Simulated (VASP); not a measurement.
Here is a VASP 6.6.1 calculation.

File POSCAR:

```
La
1.0
    3.8137374229      0.0000000000      0.0000000000
   -1.9068687114      3.3027934916      0.0000000000
    0.0000000000      0.0000000000      6.0281598591
La
2
Direct
    0.3333333333      0.6666666667      0.7500000000
    0.6666666667      0.3333333333      0.2500000000
```

File INCAR.step1:

```
PREC = Accurate
ENCUT = 520
ISMEAR = 0
SIGMA = 0.05
LREAL = F
LASPH = T
NELM = 100
NBANDS = 18
GGA = PE
ALGO = Normal
EDIFF = 1E-4
LWAVE = T
LCHARG = F
```

File INCAR.step2:

```
PREC = Accurate
ENCUT = 520
EDIFF = 1E-6
ISMEAR = 0
SIGMA = 0.05
LREAL = F
LASPH = T
NELM = 100
ALGO = Normal
ISIF = 2
LWAVE = F
LCHARG = T
METAGGA = R2SCAN
LMIXTAU = T
LELF = T
LVHAR = T
NBANDS = 18
ISTART = 1
```

Contents of KPOINTS:

```
Automatic mesh
0
Gamma
  14 14 8
```

Potentials or basis: VASP PAW PBE potentials, release 64 (La).

Launch:

```console
$ cat potpaw_PBE.64/La/POTCAR > POTCAR
$ cp INCAR.step1 INCAR
$ mpirun -np 1 vasp_std > vasp.out
$ cp INCAR.step2 INCAR
$ mpirun -np 1 vasp_std > vasp.out
```

Question: Predict the band gap on the k mesh.

Answer: Zero (band 11 reaches 9.11 eV, above the bottom of band 12 at 7.36 eV).

Question: What does it give for the pressure?

Answer: 0.0 GPa.

Caveat: the PAW data sets were made with another functional, which shifts forces and pressure a little; spin-orbit coupling is left out, which moves the levels of the heavy elements.
